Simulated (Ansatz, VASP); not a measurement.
CuO: VASP beside Ansatz

```xyz
4
Lattice="2.3447 -1.7134 0.0000 2.3447 1.7134 0.0000 -0.8606 0.0000 5.0594" Properties=species:S:1:pos:R:3 pbc="T T T"
Cu    0.7420   -0.8457    2.5297
Cu    1.1723    0.8457    0.0000
O     1.6421    0.2841    3.8133
O     2.0724   -0.2841    1.2836
```

Alike in both runs: task relaxation of cell and atoms; functional PBE; k mesh 8 × 8 × 4; occupations fermi-dirac, width 0.05 eV; no spin polarisation.

|  | VASP | Ansatz |
| --- | --- | --- |
| version | VASP 6.6.1 | Ansatz 0.2.0 |
| potentials or method | VASP PAW PBE potentials, release 64 (Cu, O), cutoff 600 eV | all-electron LAPW, scalar-relativistic |

|  | VASP | Ansatz | Ansatz less VASP |
| --- | --- | --- | --- |
| relaxed volume (Å³/atom) | 11.19 | 11.19 | +0.002 |
| relaxed cell length with the largest relative difference (Å) | 5.173 | 5.154 | -0.0184 |

Ansatz ran all-electron here, and VASP with PAW potentials.

Noted on Ansatz's run: the k mesh is thin for a metal, which can move the energy by tens of meV per atom.
